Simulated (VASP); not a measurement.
# ZrB2 (P6/mmm) in VASP: single point with PBE+D3(BJ)

Aim: the single point of ZrB2 with PBE+D3(BJ).

Everything below comes from runs of VASP 6.6.1. Logs are shortened: lines on timing, memory, paths and dates and some standing lists are left out, and cuts for length are marked.

### Step 1. The cell of the first run

Symmetry: P6/mmm, No. 191, hexagonal system. The conventional cell has a = 3.170 Å, b = 3.170 Å, c = 3.533 Å, α = 90.00°, β = 90.00°, γ = 120.00°. Zr (site symmetry 6/mmm) has 12 B at 2.54 Å and 6 Zr at 3.17 Å within 3.4 Å. Within 2.4 Å of B (site symmetry -6m2) lie 3 B at 1.83 Å.

### Step 2. Single point, PBE+D3(BJ)

Input file INCAR:

```
SYSTEM = ZrB2
  ALGO = Normal
  EDIFF = 1E-6
  ENCUT = 520
  GGA = PE
  ISIF = 2
  ISMEAR = -1
  IVDW = 12
  LASPH = .TRUE.
  LCHARG = .FALSE.
  LREAL = .FALSE.
  LWAVE = .FALSE.
  NBANDS = 27
  NELM = 100
  PREC = Accurate
  SIGMA = 0.2
```

Input file KPOINTS:

```
k-points
0
G
  6 6 3
  0 0 0
```

Input file POSCAR:

```
ZrB2
1.0
    3.1700000000      0.0000000000      0.0000000000
   -1.5850000000      2.7453005300      0.0000000000
    0.0000000000      0.0000000000      7.0660000000
Zr B
2 4
Direct
    0.0000000000      0.0000000000      0.0000000000
    0.0000000000      0.0000000000      0.5000000000
    0.3333333333      0.6666666667      0.2500000000
    0.6666666667      0.3333333333      0.2500000000
    0.3333333333      0.6666666667      0.7500000000
    0.6666666667      0.3333333333      0.7500000000
```

Potentials or basis: VASP PAW PBE potentials, release 64 (Zr_sv, B).

Run with:

```console
> cat potpaw_PBE.64/Zr_sv/POTCAR potpaw_PBE.64/B/POTCAR > POTCAR
> mpirun -np 1 vasp_std > vasp.out
```

OUTCAR:

```text
SYSTEM = ZrB2
   EDIFF = 1E-6
   ENCUT = 520
   GGA = PE
   ISIF = 2
   ISMEAR = -1
   IVDW = 12
   LASPH = .TRUE.
   LREAL = .FALSE.
   NELM = 100
   PREC = Accurate
 IVDW          = 12

 ion  position               nearest neighbor table
   1  0.000  0.000  0.000-   3 2.54   4 2.54   5 2.54   6 2.54   4 2.54   6 2.54   3 2.54   5 2.54
                             4 2.54   6 2.54   3 2.54   5 2.54   2 3.53   2 3.53
   2  0.000  0.000  0.500-   3 2.54   4 2.54   5 2.54   6 2.54   4 2.54   6 2.54   3 2.54   5 2.54
                             4 2.54   6 2.54   3 2.54   5 2.54   1 3.53   1 3.53
   3  0.333  0.667  0.250-   4 1.83   4 1.83   4 1.83   1 2.54   2 2.54   2 2.54   1 2.54   2 2.54
                             1 2.54
   4  0.667  0.333  0.250-   3 1.83   3 1.83   3 1.83   1 2.54   2 2.54   1 2.54   2 2.54   1 2.54
                             2 2.54
   5  0.333  0.667  0.750-   6 1.83   6 1.83   6 1.83   1 2.54   2 2.54   2 2.54   1 2.54   2 2.54
                             1 2.54
   6  0.667  0.333  0.750-   5 1.83   5 1.83   5 1.83   1 2.54   2 2.54   1 2.54   2 2.54   1 2.54
                             2 2.54

  LATTYP: Found a hexagonal cell.
 ALAT       =     3.1700000000
 C/A-ratio  =     2.2290220820

  Lattice vectors:

 A1 = (   3.1700000000,   0.0000000000,   0.0000000000)
 A2 = (  -1.5850000000,   2.7453005300,   0.0000000000)
 A3 = (   0.0000000000,   0.0000000000,   7.0660000000)

Analysis of symmetry for initial positions (statically):
=====================================================================
 Subroutine PRICEL returns following result:

  LATTYP: Found a hexagonal cell.
 ALAT       =     3.1700000000
 C/A-ratio  =     1.1145110410

  Lattice vectors:

 A1 = (   3.1700000000,   0.0000000000,   0.0000000000)
 A2 = (  -1.5850000000,   2.7453005300,   0.0000000000)
 A3 = (   0.0000000000,   0.0000000000,   3.5330000000)

   2 primitive cells build up your supercell.

 Routine SETGRP: Setting up the symmetry group for a
 hexagonal supercell.

 Subroutine GETGRP returns: Found 24 space group operations
 (whereof 24 operations were pure point group operations)
 out of a pool of 24 trial point group operations.

The static configuration has the point symmetry D_6h.

Analysis of symmetry for dynamics (positions and initial velocities):
=====================================================================
 Subroutine PRICEL returns following result:

  LATTYP: Found a hexagonal cell.
 ALAT       =     3.1700000000
 C/A-ratio  =     1.1145110410

  Lattice vectors:

 A1 = (   3.1700000000,   0.0000000000,   0.0000000000)
 A2 = (  -1.5850000000,   2.7453005300,   0.0000000000)
 A3 = (   0.0000000000,   0.0000000000,   3.5330000000)

   2 primitive cells build up your supercell.

 Routine SETGRP: Setting up the symmetry group for a
 hexagonal supercell.

 Subroutine GETGRP returns: Found 24 space group operations
 (whereof 24 operations were pure point group operations)
 out of a pool of 24 trial point group operations.

The dynamic configuration has the point symmetry D_6h.

 Subroutine INISYM returns: Found 24 space group operations
 (whereof 24 operations are pure point group operations),
 and found     2 'primitive' translations

----------------------------------------------------------------------------------------

                                     Primitive cell

  volume of cell :      30.7463

  direct lattice vectors                    reciprocal lattice vectors
     3.170000000  0.000000000  0.000000000     0.315457413  0.182129422  0.000000000
    -1.585000000  2.745300530  0.000000000     0.000000000  0.364258845  0.000000000
     0.000000000  0.000000000  3.533000000     0.000000000  0.000000000  0.283045570

  length of vectors
     3.170000000  3.170000000  3.533000000     0.364258845  0.364258845  0.283045570

  position of ions in fractional coordinates (direct lattice)
     0.000000000  0.000000000  0.000000000
     0.333333333  0.666666667  0.500000000
     0.666666667  0.333333333  0.500000000

  ion indices of the primitive-cell ions
   primitive index   ion index
                 1           1
                 2           3
                 3           4

----------------------------------------------------------------------------------------

 KPOINTS: k-points

Automatic generation of k-mesh.
 Grid dimensions read from file:
 generate k-points for:    6    6    3

 Generating k-lattice:

  Cartesian coordinates                     Fractional coordinates (reciprocal lattice)
     0.052576236  0.030354904  0.000000000     0.166666667  0.000000000  0.000000000
     0.000000000  0.060709807  0.000000000     0.000000000  0.166666667  0.000000000
     0.000000000  0.000000000  0.047174262     0.000000000  0.000000000  0.333333333

  Length of vectors
     0.060709807  0.060709807  0.047174262

  Shift w.r.t. Gamma in fractional coordinates (k-lattice)
     0.000000000  0.000000000  0.000000000

 Subroutine IBZKPT returns following result:
 ===========================================

 Found     14 irreducible k-points:

 Following reciprocal coordinates:
            Coordinates               Weight
  0.000000  0.000000  0.000000      1.000000
  0.166667  0.000000  0.000000      6.000000
  0.333333 -0.000000  0.000000      6.000000
  0.500000  0.000000  0.000000      3.000000
  0.166667  0.166667  0.000000      6.000000
  0.333333  0.166667  0.000000     12.000000
  0.333333  0.333333  0.000000      2.000000
  0.000000  0.000000  0.333333      2.000000
  0.166667  0.000000  0.333333     12.000000
  0.333333 -0.000000  0.333333     12.000000
  0.500000  0.000000  0.333333      6.000000
  0.166667  0.166667  0.333333     12.000000
  0.333333  0.166667  0.333333     24.000000
  0.333333  0.333333  0.333333      4.000000
   k-points           NKPTS =     14   k-points in BZ     NKDIM =     14   number of bands    NBANDS=     27
   number of dos      NEDOS =    301   number of ions     NIONS =      6
   total plane-waves  NPLWV =  31104
   dimension x,y,z NGX =    24 NGY =   24 NGZ =   54
   dimension x,y,z NGXF=    48 NGYF=   48 NGZF=  108
   ions per type =               2   4
   NGX,Y,Z   is equivalent  to a cutoff of  12.59, 12.59, 12.70 a.u.
   NGXF,Y,Z  is equivalent  to a cutoff of  25.17, 25.17, 25.41 a.u.
 SYSTEM =  ZrB2
   PREC   = accura    normal or accurate (medium, high low for compatibility)
   ISTART =      0    job   : 0-new  1-cont  2-samecut
   ICHARG =      2    charge: 1-file 2-atom 10-const
   ISPIN  =      1    spin polarized calculation?
   LNONCOLLINEAR =      F non collinear calculations
   LSORBIT =      F    spin-orbit coupling
   LASPH  =      T    aspherical Exc in radial PAW
   ENCUT  =  520.0 eV  38.22 Ry    6.18 a.u.   5.89  5.89 13.14*2*pi/ulx,y,z
   NELM   =    100;   NELMIN=  2; NELMDL= -5     # of ELM steps
   EDIFF  = 0.1E-05   stopping-criterion for ELM
   LREAL  =      F    real-space projection
   EDIFFG = 0.1E-04   stopping-criterion for IOM
   NSW    =      0    number of steps for IOM
   IBRION =     -1    ionic relax: 0-MD 1-quasi-New 2-CG
   NFREE  =      0    steps in history (QN), initial steepest desc. (CG)
   ISIF   =      2    stress and relaxation
   ISYM   =      2    0-nonsym 1-usesym 2-fastsym
   POTIM  = 0.5000    time-step for ionic-motion
   TEBEG  =    0.0;   TEEND  =   0.0 temperature during run
   PSTRESS=    0.0 pullay stress
   NELECT =      36.0000    total number of electrons
   NUPDOWN=      -1.0000    fix difference up-down
   EMIN   =  10.00;   EMAX   =-10.00  energy-range for DOS
   EFERMI =   0.00;   METHOD = LEGACY
   ISMEAR =    -1;   SIGMA  =   0.20  broadening in eV -4-tet -1-fermi 0-gaus
   EFERMI_NEDOS =   21; number of points for ismear=-14 and -15
   IALGO  =     38    algorithm
   IMIX   =      4    mixing-type and parameters
     AMIX     =   0.40;   BMIX     =  1.00
     AMIX_MAG =   1.60;   BMIX_MAG =  1.00
  volume/ion in A,a.u.               =      10.25        69.16
  Fermi-wavevector in a.u.,A,eV,Ry     =   1.369519  2.588016 25.518847  1.875582
  Thomas-Fermi vector in A             =   2.495387
   LORBIT       =      0    0 simple, 1 ext, 2 COOP (PROOUT), +10 PAW based schemes
   GGA     = PE    functional components
   LHFCALC =     F    Hartree Fock is set to
   AEXX    =    0.0000 exact exchange contribution
   IVDW    =    12    specifies the selected vdW correction
   LEPSILON=     F    determine dielectric tensor
   LRPA    =     F    only Hartree local field effects (RPA)
 non-spin polarized calculation
  energy-cutoff  :      520.00
  volume of cell :       61.49
 maximum number of plane-waves:      1666
 NGX is ok and might be reduce to    24
   NGX = 11   NGY = 11   NGZ = 27

 number of electron      36.0000000 magnetization

 Free energy of the ion-electron system (eV)
  ---------------------------------------------------
  ext. energy  EPLUGINS =         0.00000000
  ---------------------------------------------------
  free energy    TOTEN  =       -49.94525888 eV

  energy without entropy =      -49.79581780  energy(sigma->0) =      -49.87053834

 E-fermi :  10.2154     XC(G=0): -12.4430

 val. band max:       10.1996595264   @ k =   0.1667   0.1667   0.3333
 cond. band min:      10.2429119006   @ k =   0.3333   0.1667   0.0000
 fundamental gap:      0.0432523742
 Fermi energy:        10.2154389457

 k-point     1 :       0.0000    0.0000    0.0000
  band No.  band energies     occupation
      1     -38.1030      2.00000
      2     -38.0837      2.00000
      3     -16.6557      2.00000
      4     -16.2932      2.00000
      5     -15.7354      2.00000
      6     -15.7354      2.00000
[... 19 lines left out ...]
     26      14.7054      0.00000
     27      15.3866      0.00000

 k-point     2 :       0.1667    0.0000    0.0000
  band No.  band energies     occupation
      1     -38.0742      2.00000
      2     -38.0553      2.00000
      3     -16.5961      2.00000
      4     -16.2503      2.00000
      5     -15.9834      2.00000
      6     -15.9461      2.00000
[... 19 lines left out ...]
     26      14.4790      0.00000
     27      16.6565      0.00000

 k-point     3 :       0.3333   -0.0000    0.0000
  band No.  band energies     occupation
      1     -38.0160      2.00000
      2     -37.9979      2.00000
      3     -16.4743      2.00000
      4     -16.4505      2.00000
      5     -16.3945      2.00000
      6     -16.1632      2.00000
[... 19 lines left out ...]
     26      15.9154      0.00000
     27      16.8584      0.00000

 k-point     4 :       0.5000    0.0000    0.0000
  band No.  band energies     occupation
      1     -37.9866      2.00000
      2     -37.9689      2.00000
      3     -16.6717      2.00000
      4     -16.6079      2.00000
      5     -16.4119      2.00000
      6     -16.1191      2.00000
[... 19 lines left out ...]
     26      16.7660      0.00000
     27      17.0446      0.00000

 k-point     5 :       0.1667    0.1667    0.0000
  band No.  band energies     occupation
      1     -38.0307      2.00000
      2     -38.0123      2.00000
      3     -16.5052      2.00000
      4     -16.2916      2.00000
      5     -16.2414      2.00000
      6     -16.1852      2.00000
[... 19 lines left out ...]
     26      16.1723      0.00000
     27      17.0069      0.00000

 k-point     6 :       0.3333    0.1667    0.0000
  band No.  band energies     occupation
      1     -37.9867      2.00000
      2     -37.9689      2.00000
      3     -16.5556      2.00000
      4     -16.4955      2.00000
      5     -16.4123      2.00000
      6     -16.1193      2.00000
[... 144 lines left out ...]
      1     -37.9822      2.00000
      2     -37.9733      2.00000
      3     -16.6559      2.00000
      4     -16.6240      2.00000
      5     -16.3404      2.00000
      6     -16.1941      2.00000
[... 19 lines left out ...]
     26      16.5227      0.00000
     27      16.9132      0.00000

 k-point    12 :       0.1667    0.1667    0.3333
  band No.  band energies     occupation
      1     -38.0261      2.00000
      2     -38.0169      2.00000
      3     -16.4286      2.00000
      4     -16.2894      2.00000
      5     -16.2571      2.00000
      6     -16.2528      2.00000
[... 19 lines left out ...]
     26      16.0578      0.00000
     27      16.2454      0.00000

 k-point    13 :       0.3333    0.1667    0.3333
  band No.  band energies     occupation
      1     -37.9822      2.00000
      2     -37.9734      2.00000
      3     -16.5408      2.00000
      4     -16.5109      2.00000
      5     -16.3405      2.00000
      6     -16.1942      2.00000
[... 19 lines left out ...]
     26      16.6464      0.00000
     27      17.2612      0.00000

 k-point    14 :       0.3333    0.3333    0.3333
  band No.  band energies     occupation
      1     -37.9676      2.00000
      2     -37.9588      2.00000
      3     -16.3785      2.00000
      4     -16.3785      2.00000
      5     -16.3511      2.00000
      6     -16.3511      2.00000
[... 19 lines left out ...]
     26      17.5813      0.00000
     27      18.3056      0.00000

------------------------ aborting loop because EDIFF is reached ----------------------------------------

 Edisp (eV)   -2.33973

 E8    (eV) :    -1.0330

  FORCE on cell =-STRESS in cart. coord.  units (eV):
  Direction    XX          YY          ZZ          XY          YZ          ZX
  --------------------------------------------------------------------------------------
  -------------------------------------------------------------------------------------
  Total      -1.96667    -1.96667    -1.75811     0.00000     0.00000     0.00000
  in kB     -51.24121   -51.24121   -45.80734     0.00000     0.00000     0.00000
  external pressure =      -49.43 kB  Pullay stress =        0.00 kB

 VOLUME and BASIS-vectors are now :
 -----------------------------------------------------------------------------
  energy-cutoff  :      520.00
  volume of cell :       61.49
      direct lattice vectors                 reciprocal lattice vectors
     3.170000000  0.000000000  0.000000000     0.315457413  0.182129422  0.000000000
    -1.585000000  2.745300530  0.000000000     0.000000000  0.364258845  0.000000000
     0.000000000  0.000000000  7.066000000     0.000000000  0.000000000  0.141522785

 POSITION                                       TOTAL-FORCE (eV/Angst)
 -----------------------------------------------------------------------------------
      0.00000      0.00000      0.00000        -0.000000     -0.000000     -0.000000
      0.00000      0.00000      3.53300        -0.000000     -0.000000     -0.000000
     -0.00000      1.83020      1.76650         0.000000     -0.000000     -0.000000
      1.58500      0.91510      1.76650        -0.000000      0.000000      0.000000
     -0.00000      1.83020      5.29950        -0.000000     -0.000000      0.000000
      1.58500      0.91510      5.29950         0.000000      0.000000     -0.000000
 -----------------------------------------------------------------------------------
    total drift:                               -0.000000      0.000000      0.000000

  FREE ENERGIE OF THE ION-ELECTRON SYSTEM (eV)
  ---------------------------------------------------
  free  energy   TOTEN  =       -52.2849866080 eV

  energy  without entropy=      -52.1355455243  energy(sigma->0) =      -52.21026607
```

Run time: 30 s. Hardware: 1 thread of AMD EPYC 7R43 (Zen 3), shared host; peak memory 0.16 GiB.

Results:

```yaml
Free_energy: -52.2850 eV
Pressure: -4.9 GPa
Band_gap_on_the_k_mesh: zero (band 18 reaches 11.29 eV, above the bottom of band 19 at 10.20 eV)
Dispersion_energy_per_atom: -0.390 eV
```

Stress tensor (GPa, compression positive):
```
-5.12  0.00  0.00
 0.00 -5.12  0.00
 0.00  0.00 -4.58
```

Caveat: the k points lie up to 0.38 Å⁻¹ apart; pairwise dispersion overbinds metals, which lowers pressure and volume.
